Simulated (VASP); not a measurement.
**SnTe: single point with PBE**

The system is SnTe.

```xyz
4
Lattice="4.5126 0.0000 0.0000 -2.2563 3.9081 0.0000 0.0000 0.0000 7.5091" Properties=species:S:1:pos:R:3 pbc="T T T"
Sn    0.0000    0.0000    6.3224
Sn    0.0000    0.0000    1.1867
Te    0.0000    2.6054    5.0099
Te    2.2563    1.3027    2.4991
```

The cell was built from a structure type or drawn by symmetry, and may not be a known phase.

| Quantity | Value |
| --- | --- |
| Program | VASP 6.6.1 |
| Task | single point |
| Functional | PBE |
| Potentials or basis | VASP PAW PBE potentials, release 64 (Sn_d, Te) |
| Cutoff | 520 eV |
| k mesh | 6 × 6 × 2 |
| Occupations | gaussian, width 0.1 eV |
| Spin | no spin polarisation |
| Dipole correction | no |
| Further INCAR settings | ALGO = Normal; EDIFF = 1e-06; NBANDS = 28 |

```
Pressure               : 10.0 GPa
Largest force          : 5.614 eV/Å
Band gap on the k mesh : zero (bands 20 and 21 overlap by 1.43 eV)
```

Forces in eV/Å, atoms in the order of the input:
```
Sn   0.000  0.000 -5.614
Sn   0.000  0.000  5.614
Te   0.000  0.000 -0.979
Te   0.000  0.000  0.979
```

Stress tensor (GPa, compression positive):
```
 4.53  0.00  0.00
 0.00  4.53  0.00
 0.00  0.00 21.07
```

Levels at points of the mesh, in eV from the Fermi level:
```csv
k point,band 16,band 17,band 18,band 19,band 20,band 21,band 22,band 23,band 24,band 25
"(0.00, 0.00, 0.00)",-2.82,-2.82,-2.79,-2.79,-0.86,-0.01,0.60,0.60,1.84,1.84
"(0.50, 0.00, 0.00)",-4.31,-4.27,-2.95,-2.26,-1.40,0.27,0.56,1.55,2.95,4.76
"(0.00, 0.00, 0.50)",-3.08,-2.36,-2.36,-2.07,-1.22,-0.30,-0.09,-0.09,2.36,2.36
"(0.50, 0.00, 0.50)",-4.22,-3.88,-3.65,-3.24,-0.62,0.16,0.55,1.70,2.77,3.28
```

Wall time 41 s on 1 thread of Intel(R) Xeon(R) Platinum 8488C (Sapphire Rapids), on a shared host, peak memory 0.25 GiB.

Caveat: the k points lie up to 0.42 Å⁻¹ apart, too coarse for converged energies and pressures of a metal; spin-orbit coupling is left out, which moves the levels of the heavy elements; forces of over 1 eV/Å act on the atoms, so gaps and moduli don't describe the material at rest.
